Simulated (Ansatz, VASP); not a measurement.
**LiCl: VASP beside Ansatz**

```xyz
2
Lattice="0.0000 2.1320 2.1320 2.1320 0.0000 2.1320 2.1320 2.1320 0.0000" Properties=species:S:1:pos:R:3 pbc="T T T"
Li    0.0000    0.0000    0.0000
Cl    2.1320    2.1320    2.1320
```

Alike in both runs: task single point; functional LDA; k mesh 10 × 10 × 10; no spin polarisation.

|  | VASP | Ansatz |
| --- | --- | --- |
| version | VASP 6.6.1 | Ansatz 0.2.0 |
| potentials or method | VASP PAW LDA potentials, release 64 (Li_sv, Cl), cutoff 520 eV | scalar-relativistic, plane waves, PAW |
| occupations | gaussian, width 0.01 eV | fixed |
| valence electrons in the cell | 10 | 10 |

```tsv
	VASP	Ansatz	Ansatz less VASP
gap on the k mesh at the Fermi level (eV)	6.27	6.18	-0.089
```

LDA's correlation is that of Perdew and Zunger in VASP and of Perdew and Wang (1992) in Ansatz.

Noted on VASP's run: the cutoff is short for stress, so the pressure is rough.
